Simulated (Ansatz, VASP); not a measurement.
## One calculation of FeSi, two programs

```
CELL_PARAMETERS angstrom
4.21939 0.00000 0.00000
0.00000 4.21939 0.00000
0.00000 0.00000 4.21939
ATOMIC_POSITIONS crystal
Fe 0.14072 0.14072 0.14072
Fe 0.35928 0.85928 0.64072
Fe 0.64072 0.35928 0.85928
Fe 0.85928 0.64072 0.35928
Si 0.84306 0.84306 0.84306
Si 0.65694 0.15694 0.34306
Si 0.34306 0.65694 0.15694
Si 0.15694 0.34306 0.65694
```

Alike in both runs: functional r2SCAN; k mesh 8 × 8 × 8; occupations gaussian, width 0.05 eV; no spin polarisation.

Ansatz relaxed the structure, and its values are those at the end. VASP's run is a single point on that final structure, the one shown.

|  | VASP | Ansatz |
| --- | --- | --- |
| version | VASP 6.6.1 | Ansatz 0.2.0 |
| potentials or method | VASP PAW PBE potentials, release 64 (Fe, Si), cutoff 520 eV | scalar-relativistic, plane waves, PAW |
| valence electrons in the cell | 48 | 80 |

Ansatz gave:

```
gap on the k mesh at the Fermi level (eV) : 0.32
least direct gap on the mesh (eV)         : 0.34
rms of the force components (eV/Å)        : 0.002
```

Estimate VASP's values.

gap on the k mesh at the Fermi level (eV): 0.31; least direct gap on the mesh (eV): 0.33; rms of the force components (eV/Å): 0.022.

VASP's potentials were made for PBE, not for r2SCAN. The functional is the same, so the differences come from potentials, cutoffs and numerics. VASP's potentials hold 48 valence electrons a cell and Ansatz's 80, so a difference there can come from the potentials and not from the codes. Ansatz's warnings: stress scf threshold loose.
